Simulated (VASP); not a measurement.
# FeS2 (Pnnm) in VASP: further runs

FeS2 is run at these levels: PBEsol, BLYP+D4, PBEsol+D4, LDA; tasks: single point.

Everything below comes from runs of VASP 6.6.1. Logs are shortened: lines on timing, memory, paths and dates and some standing lists are left out, and cuts for length are marked.

## (1) The cell of the first run

It takes space group Pnnm (No. 58, orthorhombic). Conventional cell: a = 4.367 Å, b = 5.333 Å, c = 3.344 Å, α = 90.00°, β = 90.00°, γ = 90.00°. Within 2.9 Å of Fe (site symmetry 2/m) lie 6 S at 2.19 to 2.21 Å. Within 2.9 Å of S (site symmetry m) lie 3 Fe at 2.19 to 2.21 Å and 2 S at 2.25 to 2.89 Å.

## (2) Single point, PBEsol, collinear spin, ferromagnetic start

INCAR reads:

```
  ALGO = Normal
  EDIFF = 1E-6
  ENCUT = 600
  GGA = PS
  GGA_COMPAT = F
  ISIF = 2
  ISMEAR = -1
  ISPIN = 2
  LASPH = T
  LCHARG = F
  LMAXMIX = 4
  LORBIT = 11
  LREAL = F
  LWAVE = F
  MAGMOM = 3 3 0 0 0 0
  NBANDS = 33
  NELM = 200
  PREC = Accurate
  SIGMA = 0.05
```

KPOINTS reads:

```
k-points
0
Gamma
  6 5 8
```

POSCAR reads:

```
FeS2
1.0
    4.3668584940      0.0000000000      0.0000000000
    0.0000000000      5.3331846049      0.0000000000
    0.0000000000      0.0000000000      3.3444540725
Fe S
2 4
Direct
    0.5000000000      0.5000000000      0.5000000000
    0.0000000000      0.0000000000      0.0000000000
    0.7070733678      0.1255173749      0.5000000000
    0.7929266322      0.6255173749      0.0000000000
    0.2929266322      0.8744826251      0.5000000000
    0.2070733678      0.3744826251      0.0000000000
```

Potentials or basis: VASP PAW PBE potentials, release 64 (Fe, S).

Launch:

```sh
> cat potpaw_PBE.64/Fe/POTCAR potpaw_PBE.64/S/POTCAR > POTCAR
> mpirun -np 1 vasp_std > vasp.out
```

OUTCAR:

```text
EDIFF = 1E-6
   ENCUT = 600
   GGA = PS
   ISIF = 2
   ISMEAR = -1
   ISPIN = 2
   LASPH = T
   LORBIT = 11
   LREAL = F
   NELM = 200
   PREC = Accurate

 ion  position               nearest neighbor table
   1  0.500  0.500  0.500-   3 2.19   5 2.19   4 2.21   6 2.21   4 2.21   6 2.21
   2  0.000  0.000  0.000-   4 2.19   6 2.19   5 2.21   3 2.21   3 2.21   5 2.21
   3  0.707  0.126  0.500-   1 2.19   2 2.21   2 2.21   5 2.25
   4  0.793  0.626  0.000-   2 2.19   1 2.21   1 2.21   6 2.25
   5  0.293  0.874  0.500-   1 2.19   2 2.21   2 2.21   3 2.25
   6  0.207  0.374  0.000-   2 2.19   1 2.21   1 2.21   4 2.25

  LATTYP: Found a simple orthorhombic cell.
 ALAT       =     3.3444540725
 B/A-ratio  =     1.3057014387
 C/A-ratio  =     1.5946353244

  Lattice vectors:

 A1 = (   0.0000000000,   0.0000000000,   3.3444540725)
 A2 = (   4.3668584940,   0.0000000000,   0.0000000000)
 A3 = (   0.0000000000,   5.3331846049,   0.0000000000)

Analysis of symmetry for initial positions (statically):
=====================================================================
 Subroutine PRICEL returns:
 Original cell was already a primitive cell.

 Routine SETGRP: Setting up the symmetry group for a
 simple orthorhombic supercell.

 Subroutine GETGRP returns: Found  8 space group operations
 (whereof  4 operations were pure point group operations)
 out of a pool of  8 trial point group operations.

The static configuration has the point symmetry C_2h.
 The point group associated with its full space group is D_2h.

Analysis of symmetry for dynamics (positions and initial velocities):
=====================================================================
 Subroutine PRICEL returns:
 Original cell was already a primitive cell.

 Routine SETGRP: Setting up the symmetry group for a
 simple orthorhombic supercell.

 Subroutine GETGRP returns: Found  8 space group operations
 (whereof  4 operations were pure point group operations)
 out of a pool of  8 trial point group operations.

The dynamic configuration has the point symmetry C_2h.
 The point group associated with its full space group is D_2h.

Analysis of structural, dynamic, and magnetic symmetry:
=====================================================================
 Subroutine PRICEL returns:
 Original cell was already a primitive cell.

 Routine SETGRP: Setting up the symmetry group for a
 simple orthorhombic supercell.

 Subroutine GETGRP returns: Found  8 space group operations
 (whereof  4 operations were pure point group operations)
 out of a pool of  8 trial point group operations.

The overall configuration has the point symmetry C_2h.
 The point group associated with its full space group is D_2h.

 Subroutine INISYM returns: Found  8 space group operations
 (whereof  4 operations are pure point group operations),
 and found     1 'primitive' translations

----------------------------------------------------------------------------------------

                                     Primitive cell

  volume of cell :      77.8899

  direct lattice vectors                    reciprocal lattice vectors
     4.366858494  0.000000000  0.000000000     0.228997574  0.000000000  0.000000000
     0.000000000  5.333184605  0.000000000     0.000000000  0.187505229  0.000000000
     0.000000000  0.000000000  3.344454073     0.000000000  0.000000000  0.299002461

  length of vectors
     4.366858494  5.333184605  3.344454073     0.228997574  0.187505229  0.299002461

  position of ions in fractional coordinates (direct lattice)
     0.500000000  0.500000000  0.500000000
     0.000000000  0.000000000  0.000000000
     0.707073368  0.125517375  0.500000000
     0.792926632  0.625517375  0.000000000
     0.292926632  0.874482625  0.500000000
     0.207073368  0.374482625  0.000000000

  ion indices of the primitive-cell ions
   primitive index   ion index
                 1           1
                 2           2
                 3           3
                 4           4
                 5           5
                 6           6

[... 43 lines left out ...]
 maximum number of plane-waves:      2634
 NGX is ok and might be reduce to    36
   NGX = 17   NGY = 21   NGZ = 13

 number of electron      39.9999989 magnetization      -0.2303124

 number of electron      39.9999989 magnetization       0.0004545

 Free energy of the ion-electron system (eV)
  ---------------------------------------------------
  ext. energy  EPLUGINS =         0.00000000
  ---------------------------------------------------
  free energy    TOTEN  =       -39.56485021 eV

  energy without entropy =      -39.56484041  energy(sigma->0) =      -39.56484531

 E-fermi :   8.7290     XC(G=0): -12.1054

 val. band max:        8.2183254824   @ k =   0.0000   0.4000   0.2500
 cond. band min:       9.1973399836   @ k =   0.0000   0.4000   0.5000
 fundamental gap:      0.9790145012
 Fermi energy:         8.7289609414

 spin component 1

 k-point     1 :       0.0000    0.0000    0.0000
  band No.  band energies     occupation
      1      -8.8214      1.00000
      2      -6.2172      1.00000
      3      -4.4298      1.00000
      4      -3.5696      1.00000
      5       0.2747      1.00000
      6       1.8665      1.00000
[... 829 lines left out ...]
     31      16.9731      0.00000
     32      16.9731      0.00000

 [... further k-points ...]

 spin component 2

 k-point     1 :       0.0000    0.0000    0.0000
  band No.  band energies     occupation
      1      -8.8214      1.00000
      2      -6.2172      1.00000
      3      -4.4297      1.00000
      4      -3.5696      1.00000
      5       0.2748      1.00000
      6       1.8666      1.00000
[... 829 lines left out ...]
     31      16.9732      0.00000
     32      16.9732      0.00000

 [... further k-points ...]

 [bands above 32 left out]

------------------------ aborting loop because EDIFF is reached ----------------------------------------

  FORCE on cell =-STRESS in cart. coord.  units (eV):
  Direction    XX          YY          ZZ          XY          YZ          ZX
  --------------------------------------------------------------------------------------
  -------------------------------------------------------------------------------------
  Total        0.2412599      0.2844745      0.3004374     -0.0000000      0.0000000      0.0000000
  in kB        4.9626630      5.8515776      6.1799314     -0.0000000      0.0000000      0.0000000
  external PRESSURE =       5.6647240 kB  Pullay stress =       0.0000000 kB

 VOLUME and BASIS-vectors are now :
 -----------------------------------------------------------------------------
  energy-cutoff  :      600.00
  volume of cell :       77.89
      direct lattice vectors                 reciprocal lattice vectors
     4.366858494  0.000000000  0.000000000     0.228997574  0.000000000  0.000000000
     0.000000000  5.333184605  0.000000000     0.000000000  0.187505229  0.000000000
     0.000000000  0.000000000  3.344454073     0.000000000  0.000000000  0.299002461

 POSITION                                       TOTAL-FORCE (eV/Angst)
 -----------------------------------------------------------------------------------
      2.18343      2.66659      1.67223         0.000000     -0.000000      0.000000
      0.00000      0.00000      0.00000         0.000000     -0.000000      0.000000
      3.08769      0.66941      1.67223        -0.043808     -0.020478      0.000000
      3.46260      3.33600      0.00000         0.043808     -0.020478     -0.000000
      1.27917      4.66378      1.67223         0.043808      0.020478      0.000000
      0.90426      1.99718      0.00000        -0.043808      0.020478      0.000000
 -----------------------------------------------------------------------------------
    total drift:                                0.000000      0.000000      0.000000

  FREE ENERGIE OF THE ION-ELECTRON SYSTEM (eV)
  ---------------------------------------------------
  free  energy   TOTEN  =       -39.5648502066 eV

  energy  without entropy=      -39.5648404057  energy(sigma->0) =      -39.56484531

 total charge

# of ion       s       p       d       tot
------------------------------------------
    1        0.470   0.726   6.582   7.778
    2        0.470   0.726   6.582   7.778
    3        1.340   2.289   0.000   3.629
    4        1.340   2.289   0.000   3.629
    5        1.340   2.289   0.000   3.629
    6        1.340   2.289   0.000   3.629
--------------------------------------------------
tot          6.299  10.610  13.164  30.073

 magnetization (x)

# of ion       s       p       d       tot
------------------------------------------
    1        0.000   0.000   0.000   0.000
    2        0.000   0.000   0.000   0.000
    3       -0.000  -0.000   0.000  -0.000
    4       -0.000  -0.000   0.000  -0.000
    5       -0.000  -0.000   0.000  -0.000
    6       -0.000  -0.000   0.000  -0.000
--------------------------------------------------
tot         -0.000  -0.000   0.000  -0.000
```

Run time: 3.7 min. Hardware: 1 thread of AMD EPYC 9R45 (Zen 5), shared host; peak memory 0.39 GiB.

Results:

```yaml
Free_energy: -39.5649 eV
Pressure: 0.6 GPa
Largest_force: 0.048 eV/Å
Band_gap_on_the_k_mesh: 0.98 eV (least direct gap 1.26 eV)
Net_moment: 0.00 μB per cell
Valence_electrons_inside_the_program's_atomic_spheres: Fe 7.78; S 3.63
```

Forces on the atoms (eV/Å):
```
Fe   0.000  0.000  0.000
Fe   0.000  0.000  0.000
S   -0.044 -0.020  0.000
S    0.044 -0.020  0.000
S    0.044  0.020  0.000
S   -0.044  0.020  0.000
```

Stress tensor (GPa, compression positive):
```
0.50 0.00 0.00
0.00 0.59 0.00
0.00 0.00 0.62
```

Levels at points of the mesh, in eV from the valence-band top:
Spin up:
```tsv
k point	band 17	band 18	band 19	band 20	band 21	band 22	band 23	band 24
(0.00, 0.00, 0.00)	-1.02	-0.85	-0.84	-0.49	1.12	1.51	2.86	3.26
(0.50, 0.00, 0.00)	-0.72	-0.72	-0.13	-0.13	1.91	1.91	1.96	1.96
(0.00, 0.00, 0.50)	-0.97	-0.97	-0.48	-0.48	1.60	1.60	1.81	1.81
(0.50, 0.00, 0.50)	-0.82	-0.82	-0.39	-0.39	1.58	1.58	1.97	1.97
```
Spin down:
```tsv
k point	band 18	band 19	band 20	band 21	band 22	band 23
(0.00, 0.00, 0.00)	-0.85	-0.84	-0.49	1.12	1.51	2.86
(0.50, 0.00, 0.00)	-0.72	-0.13	-0.13	1.91	1.91	1.96
(0.00, 0.00, 0.50)	-0.97	-0.48	-0.48	1.60	1.60	1.81
(0.50, 0.00, 0.50)	-0.82	-0.39	-0.39	1.58	1.58	1.97
```

Caveat: the moments typed at the start vanished in this run; the PAW data sets were made with another functional, which shifts forces and pressure a little. As with any semilocal functional, this PBEsol gap is likely too small.

## (3) Single point, BLYP+D4, collinear spin, ferromagnetic start

This run uses another cell than the first one, of 13.67 Å³/atom.

INCAR reads:

```
  AGGAC = 1.0
  AGGAX = 1.0
  ALDAC = 0.0
  ALDAX = 1.0
  ALGO = Normal
  EDIFF = 1E-6
  ENCUT = 600
  GGA = B5
  GGA_COMPAT = F
  ISIF = 2
  ISMEAR = -1
  ISPIN = 2
  IVDW = 13
  LASPH = T
  LCHARG = T
  LELF = T
  LMAXMIX = 4
  LORBIT = 11
  LREAL = F
  LVHAR = T
  LWAVE = F
  MAGMOM = 3 3 0 0 0 0
  NBANDS = 33
  NELM = 200
  PREC = Accurate
  SIGMA = 0.05
  VDW_A1 = 0.44488865
  VDW_A2 = 4.0933009
  VDW_S6 = 1.0
  VDW_S8 = 2.34076671
```

KPOINTS is that of step 2.

POSCAR reads:

```
FeS2
1.0
    4.4629103953      0.0000000000      0.0000000000
    0.0000000000      5.4283172371      0.0000000000
    0.0000000000      0.0000000000      3.3855088187
Fe S
2 4
Direct
    0.5000000000      0.5000000000      0.5000000000
    0.0000000000      0.0000000000      0.0000000000
    0.7045790208      0.1246461182      0.5000000000
    0.7954209792      0.6246461182      0.0000000000
    0.2954209792      0.8753538818      0.5000000000
    0.2045790208      0.3753538818      0.0000000000
```

Potentials or basis: VASP PAW PBE potentials, release 64 (Fe, S).

Launch:

```sh
> cat potpaw_PBE.64/Fe/POTCAR potpaw_PBE.64/S/POTCAR > POTCAR
> mpirun -np 1 vasp_std > vasp.out
```

It took 3.9 min on 1 thread of Intel Xeon Platinum 8559C (Emerald Rapids), shared host; peak memory 0.43 GiB.

The run converged. Its results:

```yaml
Free_energy: -36.2829 eV
Pressure: 0.2 GPa
Largest_force: 0.068 eV/Å
Band_gap_on_the_k_mesh: 0.97 eV (least direct gap 1.22 eV)
Net_moment: 0.00 μB per cell
Valence_electrons_inside_the_program's_atomic_spheres: Fe 7.59; S 3.69
Dispersion_energy_per_atom: -0.819 eV
```

Forces in eV/Å, atoms in the order of the input:
```
Fe   0.000  0.000  0.000
Fe   0.000  0.000  0.000
S   -0.058 -0.035  0.000
S    0.058 -0.035  0.000
S    0.058  0.035  0.000
S   -0.058  0.035  0.000
```

Stress tensor (GPa, compression positive):
```
-0.04  0.00  0.00
 0.00  0.19  0.00
 0.00  0.00  0.30
```

Levels at points of the mesh, in eV from the valence-band top:
Spin up:
```
           k point  band 18  band 19  band 20  band 21  band 22  band 23
(0.00, 0.00, 0.00)    -0.74    -0.70    -0.41     1.20     1.43     2.63
(0.50, 0.00, 0.00)    -0.64    -0.07    -0.07     1.89     1.89     1.93
(0.00, 0.00, 0.50)    -0.83    -0.38    -0.38     1.55     1.55     1.76
(0.50, 0.00, 0.50)    -0.72    -0.33    -0.33     1.55     1.55     1.85
```
Spin down:
| k point | band 16 | band 17 | band 18 | band 19 | band 20 | band 21 | band 22 | band 23 | band 24 | band 25 |
| --- | --- | --- | --- | --- | --- | --- | --- | --- | --- | --- |
| (0.00, 0.00, 0.00) | -1.04 | -0.90 | -0.74 | -0.70 | -0.41 | 1.20 | 1.43 | 2.63 | 3.11 | 3.37 |
| (0.50, 0.00, 0.00) | -1.12 | -0.64 | -0.64 | -0.07 | -0.07 | 1.89 | 1.89 | 1.93 | 1.93 | 2.77 |
| (0.00, 0.00, 0.50) | -1.34 | -0.83 | -0.83 | -0.38 | -0.38 | 1.55 | 1.55 | 1.76 | 1.76 | 2.22 |
| (0.50, 0.00, 0.50) | -0.95 | -0.72 | -0.72 | -0.33 | -0.33 | 1.55 | 1.55 | 1.85 | 1.85 | 3.60 |

Caveat: the moments typed at the start vanished in this run; the PAW data sets were made with another functional, which shifts forces and pressure a little. A k mesh can miss the band edges.

## (4) Single point, PBEsol+D4, collinear spin, ferromagnetic start

This run uses another cell than the first one, of 12.78 Å³/atom.

INCAR reads:

```
PREC = Accurate
ENCUT = 600
EDIFF = 1E-6
ISMEAR = -1
SIGMA = 0.05
LREAL = False
LASPH = True
NELM = 200
ALGO = Normal
ISIF = 2
LWAVE = False
LCHARG = False
ISPIN = 2
MAGMOM = 3 3 0 0 0 0
LORBIT = 11
LMAXMIX = 4
GGA = PS
IVDW = 13
NBANDS = 33
GGA_COMPAT = False
```

KPOINTS reads:

```
regular mesh
0
Gamma
  6 5 8
```

POSCAR reads:

```
FeS2
1.0
    4.3414070065      0.0000000000      0.0000000000
    0.0000000000      5.3065318793      0.0000000000
    0.0000000000      0.0000000000      3.3272244893
Fe S
2 4
Direct
    0.5000000000      0.5000000000      0.5000000000
    0.0000000000      0.0000000000      0.0000000000
    0.7066860168      0.1255134768      0.5000000000
    0.7933139832      0.6255134768      0.0000000000
    0.2933139832      0.8744865232      0.5000000000
    0.2066860168      0.3744865232      0.0000000000
```

Launch:

```sh
> cat potpaw_PBE.64/Fe/POTCAR potpaw_PBE.64/S/POTCAR > POTCAR
> mpirun -np 1 vasp_std > vasp.out
```

It took 4.9 min on 1 thread of Intel Xeon Platinum 8259CL at 2.50GHz (Skylake/Cascade Lake), shared host; peak memory 0.4 GiB.

Results (log left out):

* Free energy: -41.0683 eV
* Pressure: 0.6 GPa
* Largest force: 0.057 eV/Å
* Band gap on the k mesh: 1.03 eV (least direct gap 1.30 eV)
* Net moment: 0.00 μB per cell
* Valence electrons inside the program's atomic spheres: Fe 7.83; S 3.64
* Dispersion energy per atom: -0.253 eV

Forces in eV/Å, atoms in the order of the input:
```
Fe   0.000  0.000  0.000
Fe   0.000  0.000  0.000
S   -0.051 -0.027  0.000
S    0.051 -0.027  0.000
S    0.051  0.027  0.000
S   -0.051  0.027  0.000
```

Stress tensor (GPa, compression positive):
```
0.47 0.00 0.00
0.00 0.60 0.00
0.00 0.00 0.64
```

Levels at points of the mesh, in eV from the valence-band top:
Spin up:
| k point | band 18 | band 19 | band 20 | band 21 | band 22 | band 23 |
| --- | --- | --- | --- | --- | --- | --- |
| (0.00, 0.00, 0.00) | -0.88 | -0.87 | -0.51 | 1.15 | 1.56 | 2.95 |
| (0.50, 0.00, 0.00) | -0.74 | -0.12 | -0.12 | 1.96 | 1.96 | 1.99 |
| (0.00, 0.00, 0.50) | -1.01 | -0.49 | -0.49 | 1.66 | 1.66 | 1.86 |
| (0.50, 0.00, 0.50) | -0.85 | -0.40 | -0.40 | 1.63 | 1.63 | 2.05 |
Spin down:
```
           k point  band 18  band 19  band 20  band 21  band 22  band 23
(0.00, 0.00, 0.00)    -0.87    -0.87    -0.51     1.15     1.56     2.95
(0.50, 0.00, 0.00)    -0.74    -0.12    -0.12     1.96     1.96     1.99
(0.00, 0.00, 0.50)    -1.01    -0.49    -0.49     1.66     1.66     1.86
(0.50, 0.00, 0.50)    -0.85    -0.40    -0.40     1.63     1.63     2.05
```

Caveat: the moments typed at the start vanished in this run; the PAW data sets were made with another functional, which shifts forces and pressure a little. A k mesh can miss the band edges.

## (5) Single point, LDA, collinear spin, ferromagnetic start

This run uses another cell than the first one, of 12.70 Å³/atom.

INCAR reads:

```
  PREC = Accurate
  ENCUT = 600
  EDIFF = 1E-6
  ISMEAR = -1
  SIGMA = 0.05
  LREAL = F
  LASPH = T
  NELM = 200
  ALGO = Normal
  ISIF = 2
  LWAVE = F
  LCHARG = T
  ISPIN = 2
  MAGMOM = 3 3 0 0 0 0
  LORBIT = 11
  LMAXMIX = 4
  LELF = T
  LVHAR = T
  NBANDS = 33
  GGA_COMPAT = F
```

KPOINTS is that of step 4.

POSCAR reads:

```
FeS2
1.0
    4.3349839515      0.0000000000      0.0000000000
    0.0000000000      5.2945509352      0.0000000000
    0.0000000000      0.0000000000      3.3196379715
Fe S
2 4
Direct
    0.5000000000      0.5000000000      0.5000000000
    0.0000000000      0.0000000000      0.0000000000
    0.7078159480      0.1261096762      0.5000000000
    0.7921840520      0.6261096762      0.0000000000
    0.2921840520      0.8738903238      0.5000000000
    0.2078159480      0.3738903238      0.0000000000
```

Potentials or basis: VASP PAW LDA potentials, release 64 (Fe, S).

Launch:

```sh
> cat potpaw_LDA.64/Fe/POTCAR potpaw_LDA.64/S/POTCAR > POTCAR
> mpirun -np 1 vasp_std > vasp.out
```

It took 2.2 min on 1 thread of Intel Xeon 6975P-C (Granite Rapids), shared host; peak memory 0.35 GiB.

Results (log left out):

```
Free energy                                           : -42.0492 eV
Pressure                                              : 0.4 GPa
Largest force                                         : 0.063 eV/Å
Band gap on the k mesh                                : 0.99 eV (least direct gap 1.28 eV)
Net moment                                            : 0.00 μB per cell
Valence electrons inside the program's atomic spheres : Fe 7.87; S 3.65
```

Forces on the atoms (eV/Å):
```
Fe   0.000  0.000  0.000
Fe   0.000  0.000  0.000
S   -0.054 -0.033  0.000
S    0.054 -0.033  0.000
S    0.054  0.033  0.000
S   -0.054  0.033  0.000
```

Stress tensor (GPa, compression positive):
```
0.28 0.00 0.00
0.00 0.47 0.00
0.00 0.00 0.56
```

Levels at points of the mesh, in eV from the valence-band top:
Spin up:
```csv
k point,band 17,band 18,band 19,band 20,band 21,band 22,band 23,band 24
"(0.00, 0.00, 0.00)",-1.08,-0.91,-0.91,-0.53,1.12,1.54,2.90,3.33
"(0.50, 0.00, 0.00)",-0.77,-0.77,-0.14,-0.14,1.93,1.93,1.99,1.99
"(0.00, 0.00, 0.50)",-1.02,-1.02,-0.51,-0.51,1.63,1.63,1.85,1.85
"(0.50, 0.00, 0.50)",-0.88,-0.88,-0.41,-0.41,1.60,1.60,2.00,2.00
```
Spin down:
```tsv
k point	band 18	band 19	band 20	band 21	band 22	band 23
(0.00, 0.00, 0.00)	-0.91	-0.91	-0.53	1.12	1.54	2.90
(0.50, 0.00, 0.00)	-0.77	-0.14	-0.14	1.93	1.93	1.99
(0.00, 0.00, 0.50)	-1.02	-0.51	-0.51	1.63	1.63	1.85
(0.50, 0.00, 0.50)	-0.88	-0.41	-0.41	1.60	1.60	2.00
```

Caveat: the moments typed at the start vanished in this run. As with any semilocal functional, this LDA gap is likely too small.
